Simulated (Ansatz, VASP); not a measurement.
This is a calculation of MoS2 for VASP 6.6.1.

POSCAR

```
MoS2
1.0
    1.6165961300      0.9333422108      6.2349290104
   -1.6165961300      0.9333422108      6.2349290104
    0.0000000000     -1.8666844216      6.2349290104
Mo S
1 2
Direct
    0.0000000000      0.0000000000      0.0000000000
    0.2500000000      0.2500000000      0.2500000000
    0.7500000000      0.7500000000      0.7500000000
```

File INCAR.step1:

```
SYSTEM = MoS2
PREC = Accurate
ENCUT = 520
ISMEAR = -1
SIGMA = 0.05
LREAL = .FALSE.
LASPH = .TRUE.
NELM = 100
NBANDS = 20
GGA = PE
ALGO = Normal
EDIFF = 1E-4
LWAVE = .TRUE.
LCHARG = .FALSE.
```

File INCAR.step2:

```
SYSTEM = MoS2
PREC = Accurate
ENCUT = 520
EDIFF = 1E-6
ISMEAR = -1
SIGMA = 0.05
LREAL = .FALSE.
LASPH = .TRUE.
NELM = 100
ALGO = Normal
ISIF = 2
LWAVE = .FALSE.
LCHARG = .TRUE.
METAGGA = R2SCAN
LMIXTAU = .TRUE.
LELF = .TRUE.
LVHAR = .TRUE.
NBANDS = 20
ISTART = 1
```

File KPOINTS:

```
regular mesh
0
G
  10 10 10
  0 0 0
```

Potentials or basis: VASP PAW PBE potentials, release 64 (Mo_sv, S).

Launch:

```bash
$ cat potpaw_PBE.64/Mo_sv/POTCAR potpaw_PBE.64/S/POTCAR > POTCAR
$ cp INCAR.step1 INCAR
$ mpirun -np 1 vasp_std > vasp.out
$ cp INCAR.step2 INCAR
$ mpirun -np 1 vasp_std > vasp.out
```

Task: Translate it to Ansatz 0.2.0. Potentials there: Ansatz PAW.

Result: As run (the cutoff follows the program's own potentials):

File input.yaml:

```yaml
crystal:
  lattice:
    - [1.61659613, 0.9333422108, 6.2349290104]
    - [-1.61659613, 0.9333422108, 6.2349290104]
    - [0.0, -1.8666844216, 6.2349290104]
  atoms:
    - { symbol: Mo, position: [0.0, 0.0, 0.0] }
    - { symbol: S, position: [0.25, 0.25, 0.25] }
    - { symbol: S, position: [0.75, 0.75, 0.75] }
hamiltonian:
  xc: r2scan
  pseudopotentials: { kind: paw }
kpoints:
  mp_grid: { grid: [10, 10, 10] }
scf:
  occupations: { method: fermi_dirac, width: 0.05 }
output:
  forces: true
  stress: true
  eigenvalues: true
```

Potentials or basis: Ansatz PAW.

The run is started by

```console
$ ansatz run input.yaml --threads 2 --pin off --max-ram 5632MiB --backend cpu --events-out ev --progress --plain --runs-dir out
```

Both were run:

|  | VASP | Ansatz | Ansatz less VASP |
| --- | --- | --- | --- |
| gap on the k mesh at the Fermi level (eV) | none | none | - |
| pressure (GPa) | -1.7 | -1.8 | -0.04 |
| traceless stress, the component that is largest in VASP (GPa) | 0.41 | 0.43 | +0.019 |
| rms of the force components (eV/Å) | 0.085 | 0.088 | +0.0026 |

VASP's potentials were made for PBE, not for r2SCAN. Atom by atom the forces differ by 0.003 eV/Å (rms over components). A gap of «none» marks a metal or a gap that the smearing closes. The functional is the same, so the differences come from potentials, cutoffs and numerics.
